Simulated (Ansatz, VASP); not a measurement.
# One calculation of TiAl, two programs

```xyz
2
Lattice="3.1863 0.0000 0.0000 0.0000 3.1863 0.0000 0.0000 0.0000 3.1863" Properties=species:S:1:pos:R:3 pbc="T T T"
Ti    0.0000    0.0000    0.0000
Al    1.5932    1.5932    1.5932
```

Alike in both runs: task single point; functional PBE; k mesh 10 × 10 × 10; occupations gaussian, width 0.15 eV; no spin polarisation.

```csv
,VASP,Ansatz
version,VASP 6.6.1,Ansatz 0.2.0
potentials or method,"VASP PAW PBE potentials, release 64 (Ti_sv, Al), cutoff 520 eV","scalar-relativistic, plane waves, PAW"
valence electrons in the cell,15,15
```

|  | VASP | Ansatz | Ansatz less VASP |
| --- | --- | --- | --- |
| gap on the k mesh at the Fermi level (eV) | none | none | - |
| pressure (GPa) | 0.0 | 0.0 | +0.05 |

A gap of «none» marks a metal or a gap that the smearing closes. The functional is the same, so the differences come from potentials, cutoffs and numerics.
